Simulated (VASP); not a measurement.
Wanted: the native input for a VASP 6.6.1 run.

| Quantity | Value |
| --- | --- |
| Task | single point |
| Functional | PBE |
| Dispersion | D3(BJ) |
| Potentials or basis | VASP PAW PBE potentials, release 64 (Sn_d, O) |
| Cutoff | 520 eV |
| k mesh | 7 × 7 × 1 |
| Occupations | gaussian, width 0.05 eV |
| Spin | no spin polarisation |
| Dipole correction | yes |
| Further INCAR settings | ALGO = Normal; EDIFF = 1e-07; NBANDS = 50 |

The structure of SnO lies in POSCAR:

```
SnO
1.0
    3.8201528477      0.0002954339      0.0000000000
   -0.0003145169      3.8201528461      0.0000000000
    0.0000000000      0.0000000000     22.2260749922
Sn O
4 4
Direct
    0.9999452930      0.9999452930      0.2024648977
    0.4999452930      0.4999452930      0.3087831522
    0.6249452930      0.8749452930      0.4887519501
    0.1249452930      0.3749452930      0.5950702046
    0.9999461076      0.4999461076      0.2556240249
    0.4999461076      0.9999461076      0.2556240249
    0.6249461076      0.3749461076      0.5419110773
    0.1249461076      0.8749461076      0.5419110773
```

This cell differs from its parent crystal: layers slid over each other.

These files were run (other wordings do the same):

INCAR

```
SYSTEM = SnO
PREC     = Accurate       ! precision mode
ENCUT    = 520            ! plane-wave cutoff, eV
EDIFF    = 1E-7           ! SCF threshold, eV
ISMEAR   = 0              ! smearing method
SIGMA    = 0.05           ! smearing width, eV
LREAL    = .FALSE.        ! projectors in reciprocal space
LASPH    = .TRUE.         ! aspherical terms in the spheres
NELM     = 60             ! most SCF steps
ALGO     = Normal         ! electronic algorithm
ISIF     = 2              ! what is computed and relaxed
LWAVE    = .FALSE.        ! write WAVECAR
LCHARG   = .FALSE.        ! write CHGCAR
LDIPOL   = .TRUE.       
IDIPOL   = 3            
DIPOL    = 0.5 0.5 0.399
GGA      = PE             ! functional
IVDW     = 12             ! dispersion correction
NBANDS   = 50             ! bands
```

KPOINTS

```
Automatic mesh
0
G
  7 7 1
  0 0 0
```

Potentials or basis: VASP PAW PBE potentials, release 64 (Sn_d, O).

The run is started by

```sh
$ cat potpaw_PBE.64/Sn_d/POTCAR potpaw_PBE.64/O/POTCAR > POTCAR
$ mpirun -np 1 vasp_std > vasp.out
```

It gave:

```yaml
Largest_force: 0.117 eV/Å
Band_gap_on_the_k_mesh: 2.37 eV (least direct gap 2.52 eV)
Dispersion_energy_per_atom: -0.157 eV
```

Caveat: the cell differs from its parent crystal (layers slid over each other); spin-orbit coupling is left out, which moves the levels of the heavy elements.

Wall time 14 min on 1 thread of Intel Xeon 8259CL, with other jobs on the host, peak memory 0.53 GiB.
